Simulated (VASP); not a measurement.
Here is a VASP 6.6.1 calculation.

The input POSCAR:

```
GaN
1.0
    0.0000000000      2.2535006075      2.2535006075
    2.2535006075      0.0000000000      2.2535006075
    2.2535006075      2.2535006075      0.0000000000
Ga N
1 1
Direct
    0.0000000000      0.0000000000      0.0000000000
    0.2500000000      0.2500000000      0.2500000000
```

INCAR.step1

```
SYSTEM = GaN
PREC = Accurate
ENCUT = 520
EDIFF = 1E-5
ISMEAR = -1
SIGMA = 0.05
LREAL = .False.
LASPH = .True.
NELM = 150
ALGO = Normal
ISIF = 2
LWAVE = .True.
MAGMOM = 0 0 0 0 0 0
LORBIT = 11
LSORBIT = .True.
GGA_COMPAT = .False.
LORBMOM = .True.
NBANDS = 30
GGA = PE
```

File INCAR.step2:

```
SYSTEM = GaN
PREC = Accurate
ENCUT = 520
EDIFF = 1E-7
ISMEAR = -1
SIGMA = 0.05
LREAL = .False.
LASPH = .True.
NELM = 150
ALGO = Normal
ISIF = 2
LWAVE = .False.
LCHARG = .True.
MAGMOM = 0 0 0 0 0 0
LORBIT = 11
LSORBIT = .True.
GGA_COMPAT = .False.
LORBMOM = .True.
GGA = PE
LHFCALC = .True.
HFSCREEN = 0.2079
PRECFOCK = Normal
LVHAR = .True.
NBANDS = 30
ISTART = 1
```

Contents of KPOINTS:

```
Automatic mesh
0
Gamma
  4 4 4
  0 0 0
```

Potentials or basis: VASP PAW PBE potentials, release 64 (Ga_d, N).

Command:

```console
$ cat potpaw_PBE.64/Ga_d/POTCAR potpaw_PBE.64/N/POTCAR > POTCAR
$ cp INCAR.step1 INCAR
$ mpirun -np 1 vasp_ncl > vasp.out
$ cp INCAR.step2 INCAR
$ mpirun -np 1 vasp_ncl > vasp.out
```

(1) Estimate the net moment.

(2) Predict the pressure.

Results:

(1) 0.00 μB per cell.

(2) -1.3 GPa.

Caveat: the k points lie up to 0.60 Å⁻¹ apart; the PAW data sets were made with another functional, which shifts forces and pressure a little.
